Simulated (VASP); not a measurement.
# P in VASP: further runs

P is run at these levels: PBEsol+D3(BJ); tasks: single point.

Program: VASP 6.6.1. These are calculated values, not measurements. Logs are shortened: lines on timing, memory, paths and dates and some standing lists are left out, and cuts for length are marked.

## (1) The cell of the first run

The structure is tetragonal, space group P4/mmm (No. 123). The conventional cell has a = 4.273 Å, b = 4.273 Å, c = 4.378 Å, α = 90.00°, β = 90.00°, γ = 90.00°. P (site symmetry 4/mmm) has 6 P at 4.27 to 4.38 Å within 5.6 Å.

## (2) Single point, PBEsol+D3(BJ)

INCAR reads:

```
SYSTEM = P
PREC     = Accurate       ! precision mode
ENCUT    = 520            ! plane-wave cutoff, eV
EDIFF    = 1E-7           ! SCF threshold, eV
ISMEAR   = 0              ! smearing method
SIGMA    = 0.1            ! smearing width, eV
LREAL    = .False.        ! projectors in reciprocal space
LASPH    = .True.         ! aspherical terms in the spheres
NELM     = 60             ! most SCF steps
ALGO     = Normal         ! electronic algorithm
ISIF     = 2              ! what is computed and relaxed
LWAVE    = .False.        ! write WAVECAR
LCHARG   = .False.        ! write CHGCAR
GGA      = PS             ! functional
IVDW     = 12             ! dispersion correction
NBANDS   = 8              ! bands
```

KPOINTS reads:

```
Automatic mesh
0
Gamma
  4 4 4
  0 0 0
```

POSCAR reads:

```
P
1.0
    4.2729048574      0.0000000000      0.0000000000
    0.0000000000      4.2729048574      0.0000000000
    0.0000000000      0.0000000000      4.3780000000
P
1
Direct
    0.0000000000      0.0000000000      0.0000000000
```

Potentials or basis: VASP PAW PBE potentials, release 64 (P).

Run with:

```bash
cat potpaw_PBE.64/P/POTCAR > POTCAR
mpirun -np 1 vasp_std > vasp.out
```

OUTCAR:

```text
SYSTEM = P
   PREC = Accurate
   ENCUT = 520
   EDIFF = 1E-7
   ISMEAR = 0
   LREAL = .False.
   LASPH = .True.
   NELM = 60
   ISIF = 2
   GGA = PS
   IVDW = 12
 IVDW          = 12

 ion  position               nearest neighbor table
   1  0.000  0.000  0.000-

  LATTYP: Found a simple tetragonal cell.
 ALAT       =     4.2729048574
 C/A-ratio  =     1.0245957132

  Lattice vectors:

 A1 = (   4.2729048574,   0.0000000000,   0.0000000000)
 A2 = (   0.0000000000,   4.2729048574,   0.0000000000)
 A3 = (   0.0000000000,   0.0000000000,   4.3780000000)

Analysis of symmetry for initial positions (statically):
=====================================================================
 Subroutine PRICEL returns:
 Original cell was already a primitive cell.

 Routine SETGRP: Setting up the symmetry group for a
 simple tetragonal supercell.

 Subroutine GETGRP returns: Found 16 space group operations
 (whereof 16 operations were pure point group operations)
 out of a pool of 16 trial point group operations.

The static configuration has the point symmetry D_4h.

Analysis of symmetry for dynamics (positions and initial velocities):
=====================================================================
 Subroutine PRICEL returns:
 Original cell was already a primitive cell.

 Routine SETGRP: Setting up the symmetry group for a
 simple tetragonal supercell.

 Subroutine GETGRP returns: Found 16 space group operations
 (whereof 16 operations were pure point group operations)
 out of a pool of 16 trial point group operations.

The dynamic configuration has the point symmetry D_4h.

 Subroutine INISYM returns: Found 16 space group operations
 (whereof 16 operations are pure point group operations),
 and found     1 'primitive' translations

----------------------------------------------------------------------------------------

                                     Primitive cell

  volume of cell :      79.9323

  direct lattice vectors                    reciprocal lattice vectors
     4.272904857  0.000000000  0.000000000     0.234032826  0.000000000  0.000000000
     0.000000000  4.272904857  0.000000000     0.000000000  0.234032826  0.000000000
     0.000000000  0.000000000  4.378000000     0.000000000  0.000000000  0.228414801

  length of vectors
     4.272904857  4.272904857  4.378000000     0.234032826  0.234032826  0.228414801

[... 72 lines left out ...]
   LREAL  =      F    real-space projection
   EDIFFG = 0.1E-05   stopping-criterion for IOM
   NSW    =      0    number of steps for IOM
   IBRION =     -1    ionic relax: 0-MD 1-quasi-New 2-CG
   NFREE  =      0    steps in history (QN), initial steepest desc. (CG)
   ISIF   =      2    stress and relaxation
   ISYM   =      2    0-nonsym 1-usesym 2-fastsym
   POTIM  = 0.5000    time-step for ionic-motion
   TEBEG  =    0.0;   TEEND  =   0.0 temperature during run
   PSTRESS=    0.0 pullay stress
   NELECT =       5.0000    total number of electrons
   NUPDOWN=      -1.0000    fix difference up-down
   EMIN   =  10.00;   EMAX   =-10.00  energy-range for DOS
   EFERMI =   0.00;   METHOD = LEGACY
   ISMEAR =     0;   SIGMA  =   0.10  broadening in eV -4-tet -1-fermi 0-gaus
   EFERMI_NEDOS =   21; number of points for ismear=-14 and -15
   IALGO  =     38    algorithm
   IMIX   =      4    mixing-type and parameters
     AMIX     =   0.40;   BMIX     =  1.00
     AMIX_MAG =   1.60;   BMIX_MAG =  1.00
  volume/ion in A,a.u.               =      79.93       539.41
  Fermi-wavevector in a.u.,A,eV,Ry     =   0.649866  1.228069  5.746099  0.422326
  Thomas-Fermi vector in A             =   1.718961
   LORBIT       =      0    0 simple, 1 ext, 2 COOP (PROOUT), +10 PAW based schemes
   GGA     = PS    functional components
   LHFCALC =     F    Hartree Fock is set to
   AEXX    =    0.0000 exact exchange contribution
   IVDW    =    12    specifies the selected vdW correction
   LEPSILON=     F    determine dielectric tensor
   LRPA    =     F    only Hartree local field effects (RPA)
 non-spin polarized calculation
 Gauss-broadening in eV      SIGMA  =   0.10
  energy-cutoff  :      520.00
  volume of cell :       79.93
 maximum number of plane-waves:      2208
 NGX is ok and might be reduce to    32
   NGX = 15   NGY = 15   NGZ = 17

 number of electron       4.9999999 magnetization

 Free energy of the ion-electron system (eV)
  ---------------------------------------------------
  ext. energy  EPLUGINS =         0.00000000
  ---------------------------------------------------
  free energy    TOTEN  =        -1.07485300 eV

  energy without entropy =       -1.03317104  energy(sigma->0) =       -1.05401202

 E-fermi :  -3.0712     XC(G=0):  -5.0726

 val. band max:       -3.0826072430   @ k =   0.2500   0.0000   0.5000
 cond. band min:      -3.0626438514   @ k =   0.5000   0.0000   0.2500
 fundamental gap:      0.0199633917
 Fermi energy:        -3.0711677336

 k-point     1 :       0.0000    0.0000    0.0000
  band No.  band energies     occupation
      1     -11.7955      2.00000
      2      -2.6202      0.00000
      3      -2.5119      0.00000
      4      -2.5119      0.00000
      5       1.5202      0.00000
      6       4.3683      0.00000
      7       4.4539      0.00000
      8       8.9671      0.00000
[... 177 lines left out ...]
 k-point    18 :       0.5000    0.5000    0.5000
  band No.  band energies     occupation
      1     -11.3434      2.00000
      2      -3.3889      1.99999
      3      -3.3889      1.99999
      4      -3.3028      1.99895
      5       3.7691      0.00000
      6       3.8723      0.00000
      7       3.8723      0.00000
      8       6.0752      0.00000

------------------------ aborting loop because EDIFF is reached ----------------------------------------

 Edisp (eV)   -0.08086

 E8    (eV) :    -0.0477

  FORCE on cell =-STRESS in cart. coord.  units (eV):
  Direction    XX          YY          ZZ          XY          YZ          ZX
  --------------------------------------------------------------------------------------
  -------------------------------------------------------------------------------------
  Total      -1.90144    -1.90144    -1.71321     0.00000     0.00000     0.00000
  in kB     -38.11274   -38.11274   -34.33993     0.00000     0.00000     0.00000
  external pressure =      -36.86 kB  Pullay stress =        0.00 kB

 VOLUME and BASIS-vectors are now :
 -----------------------------------------------------------------------------
  energy-cutoff  :      520.00
  volume of cell :       79.93
      direct lattice vectors                 reciprocal lattice vectors
     4.272904857  0.000000000  0.000000000     0.234032826  0.000000000  0.000000000
     0.000000000  4.272904857  0.000000000     0.000000000  0.234032826  0.000000000
     0.000000000  0.000000000  4.378000000     0.000000000  0.000000000  0.228414801

 POSITION                                       TOTAL-FORCE (eV/Angst)
 -----------------------------------------------------------------------------------
      0.00000      0.00000      0.00000         0.000000      0.000000      0.000000
 -----------------------------------------------------------------------------------
    total drift:                                0.000000      0.000000      0.000000

  FREE ENERGIE OF THE ION-ELECTRON SYSTEM (eV)
  ---------------------------------------------------
  free  energy   TOTEN  =        -1.1557113129 eV

  energy  without entropy=       -1.1140293465  energy(sigma->0) =       -1.13487033
```

Run time: 13 s. Hardware: 1 thread of Intel Xeon Platinum 8259CL at 2.50GHz (Skylake/Cascade Lake), shared host; peak memory 0.18 GiB.

Results:

```yaml
Free_energy: -1.1557 eV
Pressure: -3.7 GPa
Dispersion_energy_per_atom: -0.081 eV
```

Caveat: the k points lie up to 0.37 Å⁻¹ apart; the PAW data sets were made with another functional, which shifts forces and pressure a little; pairwise dispersion overbinds metals, which lowers pressure and volume.

## (3) Single point, PBEsol+D3(BJ)

This run uses another cell than the first one, of 13.66 Å³/atom, 0.171 times its volume.

INCAR reads:

```
PREC     = Accurate       # precision mode
ENCUT    = 520            # plane-wave cutoff, eV
EDIFF    = 1E-6           # SCF threshold, eV
ISMEAR   = 0              # smearing method
SIGMA    = 0.15           # smearing width, eV
LREAL    = False          # projectors in reciprocal space
LASPH    = True           # aspherical terms in the spheres
NELM     = 60             # most SCF steps
ALGO     = Normal         # electronic algorithm
ISIF     = 2              # what is computed and relaxed
LWAVE    = False          # write WAVECAR
LCHARG   = False          # write CHGCAR
GGA      = PS             # functional
IVDW     = 12             # dispersion correction
NBANDS   = 8              # bands
```

KPOINTS reads:

```
regular mesh
0
Gamma
  28 28 28
```

POSCAR reads:

```
P
1.0
    2.3904808287      0.0000000000      0.0000000000
    0.0000000000      2.3904808287      0.0000000000
    0.0000000000      0.0000000000      2.3906484192
P
1
Direct
    0.0000000000      0.0000000000      0.0000000000
```

Potentials or basis: VASP PAW PBE potentials, release 64 (P).

Run with:

```bash
cat potpaw_PBE.64/P/POTCAR > POTCAR
mpirun -np 1 vasp_std > vasp.out
```

Wall time 59 s (1 thread of Intel Xeon Platinum 8488C (Sapphire Rapids), shared host); peak memory 0.26 GiB.

It converged, with:

```
Free energy                : -6.1824 eV
Pressure                   : 0.2 GPa
Dispersion energy per atom : -0.415 eV
```

Levels at points of the mesh, in eV from the Fermi level:
```tsv
k point	band 1	band 2	band 3	band 4	band 5	band 6
(0.00, 0.00, 0.00)	-17.20	5.35	5.35	5.35	6.73	6.73
(0.50, 0.00, 0.00)	-12.51	-9.29	8.46	8.46	9.47	14.62
(0.50, 0.50, 0.00)	-7.40	-5.61	-5.61	0.46	11.35	17.35
(0.00, 0.00, 0.50)	-12.51	-9.29	8.46	8.46	9.47	14.62
(0.50, 0.00, 0.50)	-7.40	-5.61	-5.61	0.46	11.35	17.35
(0.50, 0.50, 0.50)	-2.25	-2.25	-2.25	-0.88	4.40	4.40
```

Caveat: the PAW data sets were made with another functional, which shifts forces and pressure a little; pairwise dispersion overbinds metals, which lowers pressure and volume.

## (4) Single point, PBEsol+D3(BJ)

This run uses another cell than the first one, of 13.66 Å³/atom, 0.171 times its volume.

INCAR reads:

```
SYSTEM = P
PREC     = Accurate       ! precision mode
ENCUT    = 520            ! plane-wave cutoff, eV
EDIFF    = 1E-6           ! SCF threshold, eV
ISMEAR   = 0              ! smearing method
SIGMA    = 0.15           ! smearing width, eV
LREAL    = .FALSE.        ! projectors in reciprocal space
LASPH    = .TRUE.         ! aspherical terms in the spheres
NELM     = 60             ! most SCF steps
ALGO     = Normal         ! electronic algorithm
ISIF     = 2              ! what is computed and relaxed
LWAVE    = .FALSE.        ! write WAVECAR
LCHARG   = .FALSE.        ! write CHGCAR
GGA      = PS             ! functional
IVDW     = 12             ! dispersion correction
NBANDS   = 8              ! bands
```

KPOINTS reads:

```
Automatic mesh
0
G
  24 24 24
  0 0 0
```

POSCAR is that of step 3.

Run with:

```bash
cat potpaw_PBE.64/P/POTCAR > POTCAR
mpirun -np 1 vasp_std > vasp.out
```

Wall time 38 s (1 thread of Intel Xeon Platinum 8488C (Sapphire Rapids), shared host); peak memory 0.21 GiB.

It converged, with:

```yaml
Free_energy: -6.1784 eV
Pressure: 0.1 GPa
Dispersion_energy_per_atom: -0.415 eV
```

Levels at points of the mesh, in eV from the Fermi level:
```
           k point  band 1  band 2  band 3  band 4  band 5  band 6  band 7  band 8
(0.00, 0.00, 0.00)  -17.17    5.37    5.37    5.37    6.76    6.76   14.86   25.38
(0.50, 0.00, 0.00)  -12.49   -9.27    8.48    8.48    9.50   14.64   14.65   17.09
(0.50, 0.50, 0.00)   -7.37   -5.59   -5.59    0.49   11.37   17.37   17.37   18.00
(0.00, 0.00, 0.50)  -12.49   -9.27    8.48    8.48    9.50   14.65   14.65   17.10
(0.50, 0.00, 0.50)   -7.38   -5.59   -5.59    0.49   11.38   17.37   17.37   18.00
(0.50, 0.50, 0.50)   -2.23   -2.23   -2.23   -0.86    4.43    4.43    4.43   10.73
```

Caveat: the PAW data sets were made with another functional, which shifts forces and pressure a little; pairwise dispersion overbinds metals, which lowers pressure and volume.

## (5) Overview

```tsv
cell	k mesh	smearing	gap on the mesh (eV)	pressure (GPa)
a = 4.273, b = 4.273, c = 4.378 Å, 1 atom	4 × 4 × 4	gaussian 0.1 eV	none	-3.7
a = 2.390 Å, 1 atom	28 × 28 × 28	gaussian 0.15 eV	none	0.2
a = 2.390 Å, 1 atom	24 × 24 × 24	gaussian 0.15 eV	none	0.1
```

Alike in all rows: task single point; level PBEsol+D3(BJ); potentials or basis VASP PAW PBE potentials, release 64 (P); no spin polarisation; cutoff (eV) 520.

Caveats: some runs use coarse meshes; the PAW data sets were made with another functional, which shifts forces and pressure a little; pairwise dispersion overbinds metals, which lowers pressure and volume.

Absolute energies hang on the potentials; compare differences alone.
